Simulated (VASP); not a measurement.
# Rh (P6_3/mmc) in VASP: single point with PBEsol

Aim: the single point of Rh with PBEsol.

Everything below comes from runs of VASP 6.6.1. Logs are shortened: lines on timing, memory, paths and dates and some standing lists are left out, and cuts for length are marked.

### Step 1. The cell of the first run

Symmetry: P6_3/mmc, No. 194, hexagonal system. The conventional cell has a = 2.731 Å, b = 2.731 Å, c = 4.428 Å, α = 90.00°, β = 90.00°, γ = 120.00°. Rh (site symmetry -6m2) has 12 Rh at 2.72 to 2.73 Å within 3.6 Å.

### Step 2. Single point, PBEsol

File INCAR:

```
SYSTEM = Rh
ALGO = Fast
EDIFF = 1E-7
ENCUT = 520
GGA = PS
ISIF = 2
ISMEAR = 0
LASPH = .True.
LCHARG = .True.
LELF = .True.
LREAL = .False.
LVHAR = .True.
LWAVE = .False.
NBANDS = 22
NELM = 60
PREC = Accurate
SIGMA = 0.15
```

File KPOINTS:

```
k-points
0
Gamma
  18 18 12
  0 0 0
```

File POSCAR:

```
Rh
1.0
    2.7309790422      0.0000000000      0.0000000000
   -1.3654895211      2.3650972278      0.0000000000
    0.0000000000      0.0000000000      4.4284890000
Rh
2
Direct
    0.6666666667      0.3333333333      0.7500000000
    0.3333333333      0.6666666667      0.2500000000
```

Potentials or basis: VASP PAW PBE potentials, release 64 (Rh_pv).

Launch:

```console
> cat potpaw_PBE.64/Rh_pv/POTCAR > POTCAR
> mpirun -np 1 vasp_std > vasp.out
```

OUTCAR:

```text
SYSTEM = Rh
   EDIFF = 1E-7
   ENCUT = 520
   GGA = PS
   ISIF = 2
   ISMEAR = 0
   LASPH = .True.
   LREAL = .False.
   NELM = 60
   PREC = Accurate

 ion  position               nearest neighbor table
   1  0.667  0.333  0.750-   2 2.72   2 2.72   2 2.72   2 2.72   2 2.72   2 2.72
   2  0.333  0.667  0.250-   1 2.72   1 2.72   1 2.72   1 2.72   1 2.72   1 2.72

  LATTYP: Found a hexagonal cell.
 ALAT       =     2.7309790422
 C/A-ratio  =     1.6215756077

  Lattice vectors:

 A1 = (   2.7309790422,   0.0000000000,   0.0000000000)
 A2 = (  -1.3654895211,   2.3650972278,   0.0000000000)
 A3 = (   0.0000000000,   0.0000000000,   4.4284890000)

Analysis of symmetry for initial positions (statically):
=====================================================================
 Subroutine PRICEL returns:
 Original cell was already a primitive cell.

 Routine SETGRP: Setting up the symmetry group for a
 hexagonal supercell.

 Subroutine GETGRP returns: Found 24 space group operations
 (whereof 12 operations were pure point group operations)
 out of a pool of 24 trial point group operations.

The static configuration has the point symmetry D_3d.
 The point group associated with its full space group is D_6h.

Analysis of symmetry for dynamics (positions and initial velocities):
=====================================================================
 Subroutine PRICEL returns:
 Original cell was already a primitive cell.

 Routine SETGRP: Setting up the symmetry group for a
 hexagonal supercell.

 Subroutine GETGRP returns: Found 24 space group operations
 (whereof 12 operations were pure point group operations)
 out of a pool of 24 trial point group operations.

The dynamic configuration has the point symmetry D_3d.
 The point group associated with its full space group is D_6h.

 Subroutine INISYM returns: Found 24 space group operations
 (whereof 12 operations are pure point group operations),
 and found     1 'primitive' translations

----------------------------------------------------------------------------------------

                                     Primitive cell

  volume of cell :      28.6037

  direct lattice vectors                    reciprocal lattice vectors
     2.730979042  0.000000000  0.000000000     0.366169049  0.211407799  0.000000000
    -1.365489521  2.365097228  0.000000000     0.000000000  0.422815599  0.000000000
     0.000000000  0.000000000  4.428489000     0.000000000  0.000000000  0.225810655

  length of vectors
     2.730979042  2.730979042  4.428489000     0.422815599  0.422815599  0.225810655

  position of ions in fractional coordinates (direct lattice)
     0.666666667  0.333333333  0.750000000
     0.333333333  0.666666667  0.250000000

  ion indices of the primitive-cell ions
   primitive index   ion index
                 1           1
                 2           2

----------------------------------------------------------------------------------------

 KPOINTS: k-points

Automatic generation of k-mesh.
 Grid dimensions read from file:
 generate k-points for:   18   18   12

 Generating k-lattice:

  Cartesian coordinates                     Fractional coordinates (reciprocal lattice)
     0.020342725  0.011744878  0.000000000     0.055555556  0.000000000  0.000000000
     0.000000000  0.023489755  0.000000000     0.000000000  0.055555556  0.000000000
     0.000000000  0.000000000  0.018817555     0.000000000  0.000000000  0.083333333

  Length of vectors
     0.023489755  0.023489755  0.018817555

  Shift w.r.t. Gamma in fractional coordinates (k-lattice)
     0.000000000  0.000000000  0.000000000

 Subroutine IBZKPT returns following result:
 ===========================================

 Found    259 irreducible k-points:

 Following reciprocal coordinates:
            Coordinates               Weight
  0.000000  0.000000  0.000000      1.000000
  0.055556  0.000000  0.000000      6.000000
  0.111111  0.000000  0.000000      6.000000
  0.166667  0.000000  0.000000      6.000000
  0.222222 -0.000000  0.000000      6.000000
  0.277778  0.000000  0.000000      6.000000
[... 16 lines left out ...]
  0.333333  0.111111  0.000000     12.000000
  0.388889  0.111111  0.000000     12.000000
 [... further k-points ...]
   k-points           NKPTS =    259   k-points in BZ     NKDIM =    259   number of bands    NBANDS=     22
   number of dos      NEDOS =    301   number of ions     NIONS =      2
   total plane-waves  NPLWV =  14400
   dimension x,y,z NGX =    20 NGY =   20 NGZ =   36
   dimension x,y,z NGXF=    40 NGYF=   40 NGZF=   72
   ions per type =               2
   NGX,Y,Z   is equivalent  to a cutoff of  12.17, 12.17, 13.51 a.u.
   NGXF,Y,Z  is equivalent  to a cutoff of  24.35, 24.35, 27.03 a.u.
 SYSTEM =  Rh
   PREC   = accura    normal or accurate (medium, high low for compatibility)
   ISTART =      0    job   : 0-new  1-cont  2-samecut
   ICHARG =      2    charge: 1-file 2-atom 10-const
   ISPIN  =      1    spin polarized calculation?
   LNONCOLLINEAR =      F non collinear calculations
   LSORBIT =      F    spin-orbit coupling
   LASPH  =      T    aspherical Exc in radial PAW
   ENCUT  =  520.0 eV  38.22 Ry    6.18 a.u.   5.08  5.08  8.23*2*pi/ulx,y,z
   NELM   =     60;   NELMIN=  2; NELMDL= -5     # of ELM steps
   EDIFF  = 0.1E-06   stopping-criterion for ELM
   LREAL  =      F    real-space projection
   EDIFFG = 0.1E-05   stopping-criterion for IOM
   NSW    =      0    number of steps for IOM
   IBRION =     -1    ionic relax: 0-MD 1-quasi-New 2-CG
   NFREE  =      0    steps in history (QN), initial steepest desc. (CG)
   ISIF   =      2    stress and relaxation
   ISYM   =      2    0-nonsym 1-usesym 2-fastsym
   POTIM  = 0.5000    time-step for ionic-motion
   TEBEG  =    0.0;   TEEND  =   0.0 temperature during run
   PSTRESS=    0.0 pullay stress
   NELECT =      30.0000    total number of electrons
   NUPDOWN=      -1.0000    fix difference up-down
   EMIN   =  10.00;   EMAX   =-10.00  energy-range for DOS
   EFERMI =   0.00;   METHOD = LEGACY
   ISMEAR =     0;   SIGMA  =   0.15  broadening in eV -4-tet -1-fermi 0-gaus
   EFERMI_NEDOS =   21; number of points for ismear=-14 and -15
   IALGO  =     68    algorithm
   IMIX   =      4    mixing-type and parameters
     AMIX     =   0.40;   BMIX     =  1.00
     AMIX_MAG =   1.60;   BMIX_MAG =  1.00
  volume/ion in A,a.u.               =      14.30        96.51
  Fermi-wavevector in a.u.,A,eV,Ry     =   1.663314  3.143208 37.642066  2.766614
  Thomas-Fermi vector in A             =   2.750053
   LORBIT       =      0    0 simple, 1 ext, 2 COOP (PROOUT), +10 PAW based schemes
   GGA     = PS    functional components
   LHFCALC =     F    Hartree Fock is set to
   AEXX    =    0.0000 exact exchange contribution
   IVDW    =     0    specifies the selected vdW correction
   LEPSILON=     F    determine dielectric tensor
   LRPA    =     F    only Hartree local field effects (RPA)
 non-spin polarized calculation
 RMM-DIIS sequential band-by-band and
 Gauss-broadening in eV      SIGMA  =   0.15
  energy-cutoff  :      520.00
  volume of cell :       28.60
 maximum number of plane-waves:       785
   NGX = 11   NGY = 11   NGZ = 17

 number of electron      30.0000009 magnetization

 Free energy of the ion-electron system (eV)
  ---------------------------------------------------
  ext. energy  EPLUGINS =         0.00000000
  ---------------------------------------------------
  free energy    TOTEN  =       -16.14645554 eV

  energy without entropy =      -16.10821322  energy(sigma->0) =      -16.12733438

 E-fermi :  11.1317     XC(G=0): -13.9641

 val. band max:       11.1272726257   @ k =   0.3333   0.2778   0.3333
 cond. band min:      11.1319823015   @ k =   0.3889   0.1667   0.0000
 fundamental gap:      0.0047096758
 Fermi energy:        11.1317033956

 k-point     1 :       0.0000    0.0000    0.0000
  band No.  band energies     occupation
      1     -35.8696      2.00000
      2     -35.2939      2.00000
      3     -35.2939      2.00000
      4     -35.2163      2.00000
      5     -35.2006      2.00000
      6     -35.2006      2.00000
[... 14 lines left out ...]
     21      29.1152      0.00000
     22      29.7243      0.00000

 k-point     2 :       0.0556    0.0000    0.0000
  band No.  band energies     occupation
      1     -35.8633      2.00000
      2     -35.3083      2.00000
      3     -35.2986      2.00000
      4     -35.2188      2.00000
      5     -35.2157      2.00000
      6     -35.2030      2.00000
[... 14 lines left out ...]
     21      29.2372      0.00000
     22      29.8010      0.00000

 k-point     3 :       0.1111    0.0000    0.0000
  band No.  band energies     occupation
      1     -35.8448      2.00000
      2     -35.3500      2.00000
      3     -35.3120      2.00000
      4     -35.2586      2.00000
      5     -35.2266      2.00000
      6     -35.2098      2.00000
[... 14 lines left out ...]
     21      29.5598      0.00000
     22      29.7190      0.00000

 k-point     4 :       0.1667    0.0000    0.0000
  band No.  band energies     occupation
      1     -35.8153      2.00000
      2     -35.4138      2.00000
      3     -35.3320      2.00000
      4     -35.3237      2.00000
      5     -35.2397      2.00000
      6     -35.2207      2.00000
[... 14 lines left out ...]
     21      29.5243      0.00000
     22      29.7935      0.00000

 k-point     5 :       0.2222   -0.0000    0.0000
  band No.  band energies     occupation
      1     -35.7767      2.00000
      2     -35.4923      2.00000
      3     -35.4022      2.00000
      4     -35.3561      2.00000
      5     -35.2580      2.00000
      6     -35.2345      2.00000
[... 417 lines left out ...]
 k-point    22 :       0.2778    0.1111    0.0000
  band No.  band energies     occupation
      1     -35.6700      2.00000
      2     -35.6465      2.00000
      3     -35.5737      2.00000
      4     -35.4183      2.00000
      5     -35.3175      2.00000
      6     -35.2964      2.00000
[... 14 lines left out ...]
     21      24.2350      0.00000
     22      26.9819      0.00000

 k-point    23 :       0.3333    0.1111    0.0000
  band No.  band energies     occupation
      1     -35.7058      2.00000
      2     -35.6244      2.00000
      3     -35.6181      2.00000
      4     -35.4461      2.00000
      5     -35.3475      2.00000
      6     -35.3112      2.00000
[... 14 lines left out ...]
     21      23.3638      0.00000
     22      26.2580      0.00000

 k-point    24 :       0.3889    0.1111    0.0000
  band No.  band energies     occupation
      1     -35.7445      2.00000
      2     -35.6470      2.00000
      3     -35.5877      2.00000
      4     -35.4640      2.00000
      5     -35.3740      2.00000
      6     -35.3208      2.00000
[... 14 lines left out ...]
     21      22.7530      0.00000
     22      25.6394      0.00000

 [... further k-points ...]
[... 5 lines left out ...]
  --------------------------------------------------------------------------------------
  -------------------------------------------------------------------------------------
  Total       -2.3432319     -2.3432319     -2.6551746      0.0000000     -0.0000000      0.0000000
  in kB     -131.2510914   -131.2510914   -148.7238877      0.0000000     -0.0000000      0.0000000
  external PRESSURE =    -137.0753568 kB  Pullay stress =       0.0000000 kB

 VOLUME and BASIS-vectors are now :
 -----------------------------------------------------------------------------
  energy-cutoff  :      520.00
  volume of cell :       28.60
      direct lattice vectors                 reciprocal lattice vectors
     2.730979042  0.000000000  0.000000000     0.366169049  0.211407799  0.000000000
    -1.365489521  2.365097228  0.000000000     0.000000000  0.422815599  0.000000000
     0.000000000  0.000000000  4.428489000     0.000000000  0.000000000  0.225810655

 POSITION                                       TOTAL-FORCE (eV/Angst)
 -----------------------------------------------------------------------------------
      1.36549      0.78837      3.32137         0.000000     -0.000000      0.000000
     -0.00000      1.57673      1.10712        -0.000000      0.000000      0.000000
 -----------------------------------------------------------------------------------
    total drift:                               -0.000000      0.000000     -0.000000

  FREE ENERGIE OF THE ION-ELECTRON SYSTEM (eV)
  ---------------------------------------------------
  free  energy   TOTEN  =       -16.1464555370 eV

  energy  without entropy=      -16.1082132217  energy(sigma->0) =      -16.12733438
```

It took 65 s on 1 thread of Intel Xeon 6975P-C (Granite Rapids), shared host; peak memory 0.23 GiB.

What came out:

| Property | Result |
| --- | --- |
| Free energy | -16.1465 eV |
| Pressure | -13.7 GPa |
| Band gap on the k mesh | zero (band 15 reaches 11.72 eV, above the bottom of band 16 at 9.44 eV) |

Caveat: the PAW data sets were made with another functional, which shifts forces and pressure a little.
